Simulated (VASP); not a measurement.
Set up this calculation in VASP 6.6.1, as the native input.

```yaml
Task: single point
Functional: PBE
Potentials_or_basis: VASP PAW PBE potentials, release 64 (Rh_pv, H)
Cutoff: 520 eV
k_mesh: 5 × 5 × 1
Occupations: gaussian, width 0.1 eV
Spin: no spin polarisation
Dipole_correction: yes
Further_INCAR_settings: ALGO = Normal; EDIFF = 1e-06; NBANDS = 104
```

The structure of HRh6 lies in POSCAR:

```
HRh6
1.0
    5.4163401145      0.0000000000      0.0000000000
    0.0000000000      5.4163401145      0.0000000000
    0.0000000000      0.0000000000     21.6737367085
Rh H
12 2
Direct
    0.2500000000      0.2500000000      0.1845551625
    0.2500000000      0.7500000000      0.1845551625
    0.7500000000      0.2500000000      0.1845551625
    0.7500000000      0.7500000000      0.1845551625
    0.0000000000      0.0000000000      0.2693761947
    0.0000000000      0.5000000000      0.2693761947
    0.5000000000      0.0000000000      0.2693761947
    0.5000000000      0.5000000000      0.2693761947
    0.2500000000      0.2500000000      0.3540569313
    0.2500000000      0.7500000000      0.3540569313
    0.7500000000      0.2500000000      0.3540569313
    0.7500000000      0.7500000000      0.3540569313
    0.3619916800      0.5000000000      0.4043482131
    0.6380083200      0.5000000000      0.4043482131
```

One way to write it, as run:

INCAR

```
PREC = Accurate ; ENCUT = 520
EDIFF = 1E-6 ; ISMEAR = 0
SIGMA = 0.1 ; LREAL = False
LASPH = True ; NELM = 60
ALGO = Normal ; ISIF = 2
LWAVE = False ; LCHARG = False
LDIPOL = True ; IDIPOL = 3
DIPOL = 0.5 0.5 0.289 ; GGA = PE
NBANDS = 104
```

KPOINTS

```
regular mesh
0
Gamma
  5 5 1
```

Potentials or basis: VASP PAW PBE potentials, release 64 (Rh_pv, H).

Launch:

```console
$ cat potpaw_PBE.64/Rh_pv/POTCAR potpaw_PBE.64/H/POTCAR > POTCAR
$ mpirun -np 1 vasp_std > vasp.out
```

Results of the run:

The largest force is 0.796 eV/Å and the band gap on the k mesh is zero (bands 91 and 92 overlap by 0.67 eV).

Run time: 44 min on 1 thread of Intel Xeon 8259CL (shared host), peak memory 0.79 GiB.
